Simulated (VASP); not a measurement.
# Zn (P6_3/mmc) in VASP: a series of runs, part 3 of 3

VASP 6.6.1. Earlier steps stand in the parts before.

### Step 5. Single point, PBE (z stretched by -2 % at fixed volume)

The input, INCAR:

```
SYSTEM = Zn
PREC = Accurate
ENCUT = 520
EDIFF = 1E-7
ISMEAR = -1
SIGMA = 0.03
LREAL = .FALSE.
LASPH = .TRUE.
NELM = 60
ALGO = Normal
ISIF = 2
LWAVE = .FALSE.
LCHARG = .FALSE.
GGA = PE
NBANDS = 19
```

The input, KPOINTS:

```
Automatic mesh
0
G
  18 18 8
  0 0 0
```

The input, POSCAR:

```
Zn
1.0
    2.6918525343      0.0000000000      0.0000000000
   -1.3459262671      2.3312126779      0.0000000000
    0.0000000000      0.0000000000      4.8477660000
Zn
2
Direct
    0.3333333333      0.6666666667      0.2500000000
    0.6666666667      0.3333333333      0.7500000000
```

Potentials or basis: VASP PAW PBE potentials, release 64 (Zn).

Started as:

```bash
> cat potpaw_PBE.64/Zn/POTCAR > POTCAR
> mpirun -np 1 vasp_std > vasp.out
```

OUTCAR:

```text
SYSTEM = Zn
   PREC = Accurate
   ENCUT = 520
   EDIFF = 1E-7
   ISMEAR = -1
   LREAL = .FALSE.
   LASPH = .TRUE.
   NELM = 60
   ISIF = 2
   GGA = PE

 ion  position               nearest neighbor table
   1  0.333  0.667  0.250-   2 2.88   2 2.88   2 2.88   2 2.88   2 2.88   2 2.88
   2  0.667  0.333  0.750-   1 2.88   1 2.88   1 2.88   1 2.88   1 2.88   1 2.88

  LATTYP: Found a hexagonal cell.
 ALAT       =     2.6918525343
 C/A-ratio  =     1.8009032583

  Lattice vectors:

 A1 = (   2.6918525343,   0.0000000000,   0.0000000000)
 A2 = (  -1.3459262671,   2.3312126779,   0.0000000000)
 A3 = (   0.0000000000,   0.0000000000,   4.8477660000)

Analysis of symmetry for initial positions (statically):
=====================================================================
 Subroutine PRICEL returns:
 Original cell was already a primitive cell.

 Routine SETGRP: Setting up the symmetry group for a
 hexagonal supercell.

 Subroutine GETGRP returns: Found 24 space group operations
 (whereof 12 operations were pure point group operations)
 out of a pool of 24 trial point group operations.
[... 161 lines left out ...]
  free energy    TOTEN  =        -2.20931374 eV

  energy without entropy =       -2.20776295  energy(sigma->0) =       -2.20853835

 E-fermi :   3.2168     XC(G=0): -11.5576

 val. band max:        3.2119316936   @ k =   0.3333   0.3333   0.1250
 cond. band min:       3.2349911389   @ k =   0.3333   0.2222   0.2500
 fundamental gap:      0.0230594453
 Fermi energy:         3.2167952216

 k-point     1 :       0.0000    0.0000    0.0000
  band No.  band energies     occupation
      1      -7.2804      2.00000
      2      -5.4298      2.00000
      3      -4.7437      2.00000
      4      -4.5540      2.00000
      5      -4.5540      2.00000
      6      -4.4965      2.00000
[... 505 lines left out ...]
      6      -4.4173      2.00000
[... 11 lines left out ...]
     18      16.0725      0.00000
     19      17.3144      0.00000

 [... further k-points ...]

------------------------ aborting loop because EDIFF is reached ----------------------------------------

  FORCE on cell =-STRESS in cart. coord.  units (eV):
  Direction    XX          YY          ZZ          XY          YZ          ZX
  --------------------------------------------------------------------------------------
  -------------------------------------------------------------------------------------
  Total       -0.2473677     -0.2473677      0.2593165     -0.0000000     -0.0000000     -0.0000000
  in kB      -13.0280327    -13.0280327     13.6573363     -0.0000000     -0.0000000     -0.0000000
  external PRESSURE =      -4.1329097 kB  Pullay stress =       0.0000000 kB

 VOLUME and BASIS-vectors are now :
 -----------------------------------------------------------------------------
  energy-cutoff  :      520.00
  volume of cell :       30.42
      direct lattice vectors                 reciprocal lattice vectors
     2.691852534  0.000000000  0.000000000     0.371491375  0.214480646  0.000000000
    -1.345926267  2.331212678  0.000000000     0.000000000  0.428961291  0.000000000
     0.000000000  0.000000000  4.847766000     0.000000000  0.000000000  0.206280584

 POSITION                                       TOTAL-FORCE (eV/Angst)
 -----------------------------------------------------------------------------------
     -0.00000      1.55414      1.21194         0.000000     -0.000000     -0.000000
      1.34593      0.77707      3.63582        -0.000000      0.000000      0.000000
 -----------------------------------------------------------------------------------
    total drift:                               -0.000000      0.000000      0.000000

  FREE ENERGIE OF THE ION-ELECTRON SYSTEM (eV)
  ---------------------------------------------------
  free  energy   TOTEN  =        -2.2093137443 eV

  energy  without entropy=       -2.2077629537  energy(sigma->0) =       -2.20853835
```

OSZICAR:

```text
N       E                     dE             d eps       ncg     rms          rms(c)
DAV:   1     0.113866231332E+03    0.11387E+03   -0.12358E+04  7246   0.199E+03
DAV:   2     0.282082205753E+01   -0.11105E+03   -0.10690E+03  7070   0.296E+02
DAV:   3    -0.238358193439E+01   -0.52044E+01   -0.51838E+01  7835   0.702E+01
DAV:   4    -0.241522995603E+01   -0.31648E-01   -0.31639E-01  7756   0.565E+00
DAV:   5    -0.241526958384E+01   -0.39628E-04   -0.39628E-04  7686   0.181E-01    0.394E+00
DAV:   6    -0.222230376210E+01    0.19297E+00   -0.76275E-01  7804   0.184E+01    0.300E+00
DAV:   7    -0.221359536842E+01    0.87084E-02   -0.25814E-02  8824   0.270E+00    0.155E+00
DAV:   8    -0.220930214908E+01    0.42932E-02   -0.17010E-03  9501   0.609E-01    0.459E-02
DAV:   9    -0.220931053266E+01   -0.83836E-05   -0.19846E-04  9398   0.174E-01    0.356E-02
DAV:  10    -0.220931428583E+01   -0.37532E-05   -0.18388E-05  7412   0.459E-02    0.307E-03
DAV:  11    -0.220931408392E+01    0.20191E-06   -0.88477E-08  5894   0.504E-03    0.176E-03
DAV:  12    -0.220931373579E+01    0.34813E-06   -0.31067E-08  4004   0.236E-03    0.734E-05
DAV:  13    -0.220931374432E+01   -0.85283E-08   -0.89477E-09  3762   0.959E-04
   1 F= -.22093137E+01 E0= -.22085383E+01  d E =-.155079E-02
```

stdout:

```text
POSCAR found type information on POSCAR Zn
 POSCAR found :  1 types and       2 ions
 scaLAPACK will be used
 LDA part: xc-table for (Slater+PW92), standard interpolation
 POSCAR, INCAR and KPOINTS ok, starting setup
 FFT: planning ... GRIDC
 FFT: planning ... GRID_SOFT
 FFT: planning ... GRID
 WAVECAR not read
 entering main loop
```

It took 1.9 min on 1 thread of Intel Xeon 8259CL, shared host; peak memory 0.2 GiB.

Results:

```
Free energy            : -2.2093 eV
Pressure               : -0.4 GPa
Band gap on the k mesh : zero (bands 12 and 13 overlap by 4.12 eV)
```

Stress tensor (GPa, compression positive):
```
-1.30  0.00  0.00
 0.00 -1.30  0.00
 0.00  0.00  1.37
```

Levels at points of the mesh, in eV from the Fermi level:
```
           k point  band 10  band 11  band 12  band 13  band 14  band 15
(0.00, 0.00, 0.00)    -7.19    -7.19    -3.59    -2.79    14.55    16.70
(0.50, 0.00, 0.00)    -7.02    -3.04    -2.42     2.73     3.43     4.15
(0.00, 0.00, 0.50)    -7.29    -7.29    -7.29     5.07     5.07    18.05
(0.50, 0.00, 0.50)    -7.03    -2.01    -2.01    -0.09    -0.09    10.44
```

Caveat: the cell differs from its parent crystal (z stretched by -2 % at fixed volume).

### Step 6. Single point, PBE

This run uses another cell than the first one, of 15.21 Å³/atom.

The input, INCAR:

```
PREC = Accurate
ENCUT = 520
EDIFF = 1E-7
ISMEAR = 1
SIGMA = 0.15
LREAL = F
LASPH = T
NELM = 80
ALGO = Normal
ISIF = 2
LWAVE = F
LCHARG = F
GGA = PE
NBANDS = 19
```

The input, KPOINTS:

```
Automatic mesh
0
Gamma
  18 18 8
```

The input, POSCAR:

```
Zn
1.0
    2.6647980532      0.0000000000      0.0000000000
   -1.3323990266      2.3077828100      0.0000000000
    0.0000000000      0.0000000000      4.9467000000
Zn
2
Direct
    0.3333333333      0.6666666667      0.2500000000
    0.6666666667      0.3333333333      0.7500000000
```

Potentials or basis: VASP PAW PBE potentials, release 64 (Zn).

Started as:

```bash
> cat potpaw_PBE.64/Zn/POTCAR > POTCAR
> mpirun -np 1 vasp_std > vasp.out
```

It took 2 min on 1 thread of Intel Xeon 8259CL, shared host; peak memory 0.21 GiB.

Results (log left out):

| Property | Result |
| --- | --- |
| Free energy | -2.2146 eV |
| Pressure | 0.0 GPa |
| Band gap on the k mesh | zero (bands 12 and 13 overlap by 4.66 eV) |

Stress tensor (GPa, compression positive):
```
-0.35  0.00  0.00
 0.00 -0.35  0.00
 0.00  0.00  0.60
```

Levels at points of the mesh, in eV from the Fermi level:
| k point | band 9 | band 10 | band 11 | band 12 | band 13 | band 14 | band 15 | band 16 |
| --- | --- | --- | --- | --- | --- | --- | --- | --- |
| (0.00, 0.00, 0.00) | -7.47 | -7.26 | -7.26 | -3.79 | -3.20 | 13.46 | 17.09 | 17.26 |
| (0.50, 0.00, 0.00) | -7.08 | -7.06 | -3.00 | -2.33 | 2.46 | 3.38 | 3.92 | 5.54 |
| (0.00, 0.00, 0.50) | -7.35 | -7.35 | -7.35 | -7.35 | 4.43 | 4.43 | 18.55 | 18.55 |
| (0.50, 0.00, 0.50) | -7.07 | -7.07 | -2.03 | -2.03 | -0.04 | -0.04 | 9.97 | 9.97 |

### Step 7. The runs side by side

| cell | smearing | gap on the mesh (eV) | pressure (GPa) |
| --- | --- | --- | --- |
| a = 2.585, b = 2.585, c = 4.947 Å, angles 90.0, 90.0, 120.0°, 2 atoms | fermi-dirac 0.03 eV | none | 6.2 |
| a = 2.665, b = 2.665, c = 4.798 Å, angles 90.0, 90.0, 120.0°, 2 atoms | fermi-dirac 0.03 eV | none | 1.9 |
| a = 2.638, b = 2.638, c = 4.947 Å, angles 90.0, 90.0, 120.0°, 2 atoms | fermi-dirac 0.03 eV | none | 1.7 |
| a = 2.692, b = 2.692, c = 4.848 Å, angles 90.0, 90.0, 120.0°, 2 atoms | fermi-dirac 0.03 eV | none | -0.4 |
| a = 2.665, b = 2.665, c = 4.947 Å, angles 90.0, 90.0, 120.0°, 2 atoms | methfessel-paxton 0.15 eV | none | 0.0 |

Alike in all rows: task single point; level PBE; potentials or basis VASP PAW PBE potentials, release 64 (Zn); no spin polarisation; k mesh 18 × 18 × 8; cutoff (eV) 520.

Caveats: the cell stands under pressure (at least some runs).

Total energies depend on the potentials used, so only differences within one code and one set of settings carry meaning.

The gap in the log of VASP goes by the Fermi energy; the results here count the filled bands.